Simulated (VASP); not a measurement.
# P (Cmce) in VASP: a series of runs

Runs on P. Level: LDA. Tasks: single point.

Everything below comes from runs of VASP 6.6.1. Logs are shortened: lines on timing, memory, paths and dates and some standing lists are left out, and cuts for length are marked.

### 1 The cell of the first run

Symmetry: Cmce, No. 64, orthorhombic system. The conventional cell has a = 3.309 Å, b = 10.172 Å, c = 4.132 Å, α = 90.00°, β = 90.00°, γ = 90.00°. Within 2.9 Å of P (site symmetry m) lie 3 P at 2.22 to 2.24 Å.

### 2 Single point, LDA

Input file INCAR:

```
ALGO = Normal ; EDIFF = 1E-6
ENCUT = 520 ; ISIF = 2
ISMEAR = 0 ; LASPH = T
LCHARG = F ; LREAL = F
LWAVE = F ; NBANDS = 18
NELM = 100 ; PREC = Accurate
SIGMA = 0.01
```

Input file KPOINTS:

```
k-points
0
Gamma
  12 12 8
```

Input file POSCAR:

```
P
1.0
    1.6545702230     -5.0862472215      0.0000000000
    1.6545702230      5.0862472215      0.0000000000
    0.0000000000      0.0000000000      4.1319493488
P
4
Direct
    0.8936295957      0.1063704043      0.0712304631
    0.6063704043      0.3936295957      0.5712304631
    0.1063704043      0.8936295957      0.9287695369
    0.3936295957      0.6063704043      0.4287695369
```

Potentials or basis: VASP PAW LDA potentials, release 64 (P).

Started as:

```console
cat potpaw_LDA.64/P/POTCAR > POTCAR
mpirun -np 1 vasp_std > vasp.out
```

OUTCAR:

```text
EDIFF = 1E-6
   ENCUT = 520
   ISIF = 2
   ISMEAR = 0
   LASPH = T
   LREAL = F
   NELM = 100
   PREC = Accurate

 ion  position               nearest neighbor table
   1  0.894  0.106  0.071-   4 2.22   4 2.22   3 2.24
   2  0.606  0.394  0.571-   3 2.22   3 2.22   4 2.24
   3  0.106  0.894  0.929-   2 2.22   2 2.22   1 2.24
   4  0.394  0.606  0.429-   1 2.22   1 2.22   2 2.24

  LATTYP: Found a base centered orthorhombic cell.
 ALAT       =     3.3091404460
 B/A-ratio  =     3.0740594450
 C/A-ratio  =     1.2486473198

  Lattice vectors:

 A1 = (   1.6545702230,  -5.0862472215,   0.0000000000)
 A2 = (   1.6545702230,   5.0862472215,   0.0000000000)
 A3 = (   0.0000000000,   0.0000000000,   4.1319493488)

Analysis of symmetry for initial positions (statically):
=====================================================================
 Subroutine PRICEL returns:
 Original cell was already a primitive cell.

 Routine SETGRP: Setting up the symmetry group for a
 base centered orthorhombic supercell.

 Subroutine GETGRP returns: Found  8 space group operations
 (whereof  4 operations were pure point group operations)
 out of a pool of  8 trial point group operations.

The static configuration has the point symmetry C_2h.
 The point group associated with its full space group is D_2h.

Analysis of symmetry for dynamics (positions and initial velocities):
=====================================================================
 Subroutine PRICEL returns:
 Original cell was already a primitive cell.

 Routine SETGRP: Setting up the symmetry group for a
 base centered orthorhombic supercell.

 Subroutine GETGRP returns: Found  8 space group operations
 (whereof  4 operations were pure point group operations)
 out of a pool of  8 trial point group operations.

The dynamic configuration has the point symmetry C_2h.
 The point group associated with its full space group is D_2h.

 Subroutine INISYM returns: Found  8 space group operations
 (whereof  4 operations are pure point group operations),
 and found     1 'primitive' translations

----------------------------------------------------------------------------------------

                                     Primitive cell

  volume of cell :      69.5453

  direct lattice vectors                    reciprocal lattice vectors
     1.654570223 -5.086247221  0.000000000     0.302193278 -0.098304305  0.000000000
     1.654570223  5.086247221  0.000000000     0.302193278  0.098304305  0.000000000
     0.000000000  0.000000000  4.131949349     0.000000000  0.000000000  0.242016519

  length of vectors
     5.348599202  5.348599202  4.131949349     0.317780607  0.317780607  0.242016519

  position of ions in fractional coordinates (direct lattice)
     0.893629596  0.106370404  0.071230463
     0.606370404  0.393629596  0.571230463
     0.106370404  0.893629596  0.928769537
     0.393629596  0.606370404  0.428769537

  ion indices of the primitive-cell ions
   primitive index   ion index
                 1           1
                 2           2
                 3           3
                 4           4

----------------------------------------------------------------------------------------

 KPOINTS: k-points

Automatic generation of k-mesh.
 Grid dimensions read from file:
 generate k-points for:   12   12    8

 Generating k-lattice:

  Cartesian coordinates                     Fractional coordinates (reciprocal lattice)
     0.025182773 -0.008192025  0.000000000     0.083333333  0.000000000  0.000000000
     0.025182773  0.008192025  0.000000000     0.000000000  0.083333333  0.000000000
     0.000000000  0.000000000  0.030252065     0.000000000  0.000000000  0.125000000

  Length of vectors
     0.026481717  0.026481717  0.030252065

  Shift w.r.t. Gamma in fractional coordinates (k-lattice)
     0.000000000  0.000000000  0.000000000

 Subroutine IBZKPT returns following result:
 ===========================================

 Found    215 irreducible k-points:

 Following reciprocal coordinates:
            Coordinates               Weight
  0.000000  0.000000  0.000000      1.000000
  0.083333  0.000000  0.000000      4.000000
  0.166667  0.000000  0.000000      4.000000
  0.250000  0.000000  0.000000      4.000000
  0.333333  0.000000  0.000000      4.000000
  0.416667  0.000000  0.000000      4.000000
[... 16 lines left out ...]
  0.500000  0.166667  0.000000      4.000000
 -0.416667  0.166667  0.000000      4.000000
 [... further k-points ...]
   k-points           NKPTS =    215   k-points in BZ     NKDIM =    215   number of bands    NBANDS=     18
   number of dos      NEDOS =    301   number of ions     NIONS =      4
   total plane-waves  NPLWV =  51200
   dimension x,y,z NGX =    40 NGY =   40 NGZ =   32
   dimension x,y,z NGXF=    80 NGYF=   80 NGZF=   64
   ions per type =               4
   NGX,Y,Z   is equivalent  to a cutoff of  12.43, 12.43, 12.87 a.u.
   NGXF,Y,Z  is equivalent  to a cutoff of  24.87, 24.87, 25.75 a.u.
 SYSTEM =  unknown system
   PREC   = accura    normal or accurate (medium, high low for compatibility)
   ISTART =      0    job   : 0-new  1-cont  2-samecut
   ICHARG =      2    charge: 1-file 2-atom 10-const
   ISPIN  =      1    spin polarized calculation?
   LNONCOLLINEAR =      F non collinear calculations
   LSORBIT =      F    spin-orbit coupling
   LASPH  =      T    aspherical Exc in radial PAW
   ENCUT  =  520.0 eV  38.22 Ry    6.18 a.u.   9.94  9.94  7.68*2*pi/ulx,y,z
   NELM   =    100;   NELMIN=  2; NELMDL= -5     # of ELM steps
   EDIFF  = 0.1E-05   stopping-criterion for ELM
   LREAL  =      F    real-space projection
[... 7 lines left out ...]
   TEBEG  =    0.0;   TEEND  =   0.0 temperature during run
   PSTRESS=    0.0 pullay stress
   NELECT =      20.0000    total number of electrons
   NUPDOWN=      -1.0000    fix difference up-down
   EMIN   =  10.00;   EMAX   =-10.00  energy-range for DOS
   EFERMI =   0.00;   METHOD = LEGACY
   ISMEAR =     0;   SIGMA  =   0.01  broadening in eV -4-tet -1-fermi 0-gaus
   EFERMI_NEDOS =   21; number of points for ismear=-14 and -15
   IALGO  =     38    algorithm
   IMIX   =      4    mixing-type and parameters
     AMIX     =   0.40;   BMIX     =  1.00
     AMIX_MAG =   1.60;   BMIX_MAG =  1.00
  volume/ion in A,a.u.               =      17.39       117.33
  Fermi-wavevector in a.u.,A,eV,Ry     =   1.080593  2.042025 15.887277  1.167682
  Thomas-Fermi vector in A             =   2.216588
   LORBIT       =      0    0 simple, 1 ext, 2 COOP (PROOUT), +10 PAW based schemes
   GGA     = CA    functional components
   LHFCALC =     F    Hartree Fock is set to
   AEXX    =    0.0000 exact exchange contribution
   IVDW    =     0    specifies the selected vdW correction
   LEPSILON=     F    determine dielectric tensor
   LRPA    =     F    only Hartree local field effects (RPA)
 non-spin polarized calculation
 Gauss-broadening in eV      SIGMA  =   0.01
  energy-cutoff  :      520.00
  volume of cell :       69.55
 maximum number of plane-waves:      1891
   NGX = 19   NGY = 19   NGZ = 15

 number of electron      19.9999998 magnetization

 Free energy of the ion-electron system (eV)
  ---------------------------------------------------
  ext. energy  EPLUGINS =         0.00000000
  ---------------------------------------------------
  free energy    TOTEN  =       -24.11613961 eV

  energy without entropy =      -24.11613909  energy(sigma->0) =      -24.11613935

 E-fermi :   7.4362     XC(G=0): -10.5077

 val. band max:        7.4169874508   @ k =   0.0000   0.0000   0.3750
 cond. band min:       7.4569083037   @ k =   0.4167   0.2500   0.0000
 fundamental gap:      0.0399208529
 Fermi energy:         7.4361868999

 k-point     1 :       0.0000    0.0000    0.0000
  band No.  band energies     occupation
      1      -8.5882      2.00000
      2      -5.1792      2.00000
      3      -1.5836      2.00000
      4       0.0812      2.00000
      5       2.2962      2.00000
      6       3.3561      2.00000
[... 10 lines left out ...]
     17      14.6471      0.00000
     18      14.8277      0.00000

 k-point     2 :       0.0833    0.0000    0.0000
  band No.  band energies     occupation
      1      -8.4993      2.00000
      2      -5.1104      2.00000
      3      -1.6613      2.00000
      4       0.1762      2.00000
      5       2.3806      2.00000
      6       2.8766      2.00000
[... 10 lines left out ...]
     17      13.8566      0.00000
     18      14.5001      0.00000

 k-point     3 :       0.1667    0.0000    0.0000
  band No.  band energies     occupation
      1      -8.2337      2.00000
      2      -4.9030      2.00000
      3      -1.9634      2.00000
      4       0.4566      2.00000
      5       1.8154      2.00000
      6       2.3458      2.00000
[... 10 lines left out ...]
     17      12.4636      0.00000
     18      14.3732      0.00000

 k-point     4 :       0.2500    0.0000    0.0000
  band No.  band energies     occupation
      1      -7.7949      2.00000
      2      -4.5541      2.00000
      3      -2.6016      2.00000
      4       0.5912      2.00000
      5       0.9072      2.00000
      6       1.9805      2.00000
[... 10 lines left out ...]
     17      12.9162      0.00000
     18      14.2799      0.00000

 k-point     5 :       0.3333    0.0000    0.0000
  band No.  band energies     occupation
      1      -7.1897      2.00000
      2      -4.0600      2.00000
      3      -3.5200      2.00000
      4      -0.6002      2.00000
      5       1.4918      2.00000
      6       2.0360      2.00000
[... 10 lines left out ...]
     17      14.2786      0.00000
     18      14.5093      0.00000

 k-point     6 :       0.4167    0.0000    0.0000
  band No.  band energies     occupation
      1      -6.4297      2.00000
      2      -4.5417      2.00000
      3      -3.4170      2.00000
      4      -1.6812      2.00000
      5       2.1116      2.00000
      6       2.3186      2.00000
[... 10 lines left out ...]
     17      14.3929      0.00000
     18      14.4180      0.00000

 k-point     7 :       0.5000    0.0000    0.0000
  band No.  band energies     occupation
      1      -5.5349      2.00000
      2      -5.5349      2.00000
      3      -2.6234      2.00000
      4      -2.6234      2.00000
      5       2.4699      2.00000
      6       2.4699      2.00000
[... 10 lines left out ...]
     17      14.4245      0.00000
     18      14.4245      0.00000

 k-point     8 :       0.0833    0.0833    0.0000
  band No.  band energies     occupation
      1      -8.2530      2.00000
      2      -4.8389      2.00000
      3      -1.9657      2.00000
      4       0.3797      2.00000
      5       1.8394      2.00000
      6       2.3068      2.00000
[... 10 lines left out ...]
     17      12.4207      0.00000
     18      15.2341      0.00000
[... 229 lines left out ...]
     17      13.9488      0.00000
     18      15.2880      0.00000

 k-point    20 :       0.2500    0.1667    0.0000
  band No.  band energies     occupation
      1      -6.5308      2.00000
      2      -4.4349      2.00000
      3      -3.0962      2.00000
      4      -1.9600      2.00000
      5       1.7589      2.00000
      6       2.3384      2.00000
[... 10 lines left out ...]
     17      13.7455      0.00000
     18      15.5792      0.00000

 k-point    21 :       0.3333    0.1667    0.0000
  band No.  band energies     occupation
      1      -5.6555      2.00000
      2      -5.3910      2.00000
      3      -2.9883      2.00000
      4      -2.2440      2.00000
      5       2.1933      2.00000
      6       2.6712      2.00000
[... 10 lines left out ...]
     17      14.0485      0.00000
     18      14.9165      0.00000

 k-point    22 :       0.4167    0.1667    0.0000
  band No.  band energies     occupation
      1      -6.2653      2.00000
      2      -4.6664      2.00000
      3      -3.8387      2.00000
      4      -1.2812      2.00000
      5       2.2276      2.00000
      6       2.6108      2.00000
[... 10 lines left out ...]
     17      14.4881      0.00000
     18      14.6372      0.00000

 k-point    23 :       0.5000    0.1667    0.0000
  band No.  band energies     occupation
      1      -7.0211      2.00000
      2      -4.5066      2.00000
      3      -3.6248      2.00000
      4      -0.2319      2.00000
      5       2.0312      2.00000
      6       2.0826      2.00000
[... 10 lines left out ...]
     17      14.2543      0.00000
     18      14.7125      0.00000

 k-point    24 :      -0.4167    0.1667    0.0000
  band No.  band energies     occupation
      1      -7.6361      2.00000
      2      -4.9932      2.00000
      3      -2.6543      2.00000
      4       0.8350      2.00000
      5       1.4746      2.00000
      6       2.0098      2.00000
[... 10 lines left out ...]
     17      12.7787      0.00000
     18      13.5585      0.00000

 [... further k-points ...]

------------------------ aborting loop because EDIFF is reached ----------------------------------------

  FORCE on cell =-STRESS in cart. coord.  units (eV):
  Direction    XX          YY          ZZ          XY          YZ          ZX
  --------------------------------------------------------------------------------------
  -------------------------------------------------------------------------------------
  Total       -0.1207199     -0.1517511     -0.1295724      0.0000000     -0.0000000      0.0000000
  in kB       -2.7811327     -3.4960278     -2.9850772      0.0000000     -0.0000000      0.0000000
  external PRESSURE =      -3.0874126 kB  Pullay stress =       0.0000000 kB

 VOLUME and BASIS-vectors are now :
 -----------------------------------------------------------------------------
  energy-cutoff  :      520.00
  volume of cell :       69.55
      direct lattice vectors                 reciprocal lattice vectors
     1.654570223 -5.086247221  0.000000000     0.302193278 -0.098304305  0.000000000
     1.654570223  5.086247221  0.000000000     0.302193278  0.098304305  0.000000000
     0.000000000  0.000000000  4.131949349     0.000000000  0.000000000  0.242016519

 POSITION                                       TOTAL-FORCE (eV/Angst)
 -----------------------------------------------------------------------------------
      1.65457     -4.00419      0.29432         0.000000     -0.033308      0.036972
      1.65457     -1.08205      2.36030         0.000000      0.033308      0.036972
      1.65457      4.00419      3.83763         0.000000      0.033308     -0.036972
      1.65457      1.08205      1.77165         0.000000     -0.033308     -0.036972
 -----------------------------------------------------------------------------------
    total drift:                               -0.000000      0.000000      0.000000

  FREE ENERGIE OF THE ION-ELECTRON SYSTEM (eV)
  ---------------------------------------------------
  free  energy   TOTEN  =       -24.1161396118 eV

  energy  without entropy=      -24.1161390911  energy(sigma->0) =      -24.11613935
```

Run time: 3.1 min. Hardware: 1 thread of Intel Xeon Platinum 8259CL at 2.50GHz (Skylake/Cascade Lake), shared host; peak memory 0.3 GiB.

Results:

```
Free energy            : -24.1161 eV
Pressure               : -0.3 GPa
Largest force          : 0.050 eV/Å
Band gap on the k mesh : zero (bands 10 and 11 overlap by 0.36 eV)
```

Forces on the atoms (eV/Å):
```
P    0.000 -0.033  0.037
P    0.000  0.033  0.037
P    0.000  0.033 -0.037
P    0.000 -0.033 -0.037
```

Levels at points of the mesh, in eV from the Fermi level:
```csv
k point,band 6,band 7,band 8,band 9,band 10,band 11,band 12,band 13,band 14,band 15
"(0.00, 0.00, 0.00)",-4.08,-4.05,-2.86,-2.62,-1.31,1.06,1.24,1.91,3.56,5.56
"(0.50, 0.00, 0.00)",-4.97,-3.16,-3.16,-2.60,-2.60,0.77,0.77,1.10,1.10,3.41
"(0.50, 0.50, 0.00)",-5.12,-4.34,-2.11,-1.83,-0.44,0.51,0.69,2.52,3.26,5.80
"(0.00, 0.00, 0.50)",-5.18,-3.03,-3.03,-0.77,-0.77,1.53,1.53,2.23,2.23,5.41
"(0.50, 0.00, 0.50)",-5.92,-5.77,-5.77,-2.07,-2.07,1.57,1.57,4.89,4.89,6.38
"(0.50, 0.50, 0.50)",-3.12,-2.38,-2.38,-1.16,-1.16,1.32,1.32,2.80,2.80,2.81
```

[end of part 1 of 2]
